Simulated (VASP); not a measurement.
Wanted: the native input for a VASP 6.6.1 run.

| Property | Result |
| --- | --- |
| Task | single point |
| Functional | r2SCAN |
| Potentials or basis | VASP PAW PBE potentials, release 64 (Zn, S) |
| Cutoff | 520 eV |
| k mesh | 6 × 6 × 4 |
| Occupations | gaussian, width 0.02 eV |
| Spin | no spin polarisation |
| Dipole correction | no |
| Further INCAR settings | ALGO = Normal; EDIFF = 1e-07; NBANDS = 26 |

ZnS:

```
Zn S
1.0
     3.80672    0.00000    0.00000
    -1.90336    3.29672    0.00000
     0.00000    0.00000    6.24574
Zn S
2 2
Direct
  0.33333 0.66667 0.00539
  0.66667 0.33333 0.50539
  0.33333 0.66667 0.37961
  0.66667 0.33333 0.87961
```

The input as run:

POSCAR

```
ZnS
1.0
    3.8067217559      0.0000000000      0.0000000000
   -1.9033608780      3.2967177458      0.0000000000
    0.0000000000      0.0000000000      6.2457352649
Zn S
2 2
Direct
    0.3333333333      0.6666666667      0.0053880709
    0.6666666667      0.3333333333      0.5053880709
    0.3333333333      0.6666666667      0.3796119291
    0.6666666667      0.3333333333      0.8796119291
```

INCAR.step1

```
SYSTEM = ZnS
PREC = Accurate
ENCUT = 520
ISMEAR = 0
SIGMA = 0.02
LREAL = .FALSE.
LASPH = .TRUE.
NELM = 60
NBANDS = 26
GGA = PE
ALGO = Normal
EDIFF = 1E-4
LWAVE = .TRUE.
LCHARG = .FALSE.
```

INCAR.step2

```
SYSTEM = ZnS
PREC = Accurate
ENCUT = 520
EDIFF = 1E-7
ISMEAR = 0
SIGMA = 0.02
LREAL = .FALSE.
LASPH = .TRUE.
NELM = 60
ALGO = Normal
ISIF = 2
LWAVE = .FALSE.
LCHARG = .FALSE.
METAGGA = R2SCAN
LMIXTAU = .TRUE.
NBANDS = 26
ISTART = 1
```

KPOINTS

```
Automatic mesh
0
G
  6 6 4
  0 0 0
```

Potentials or basis: VASP PAW PBE potentials, release 64 (Zn, S).

The run is started by

```bash
$ cat potpaw_PBE.64/Zn/POTCAR potpaw_PBE.64/S/POTCAR > POTCAR
$ cp INCAR.step1 INCAR
$ mpirun -np 1 vasp_std > vasp.out
$ cp INCAR.step2 INCAR
$ mpirun -np 1 vasp_std > vasp.out
```

It gave:

```
Pressure               : 0.0 GPa
Band gap on the k mesh : 2.79 eV
```

Caveat: the PAW data sets were made with another functional, which shifts forces and pressure a little.

Wall time 2.7 min on 1 thread of Intel Xeon 8259CL, with other jobs on the host, peak memory 0.21 GiB.
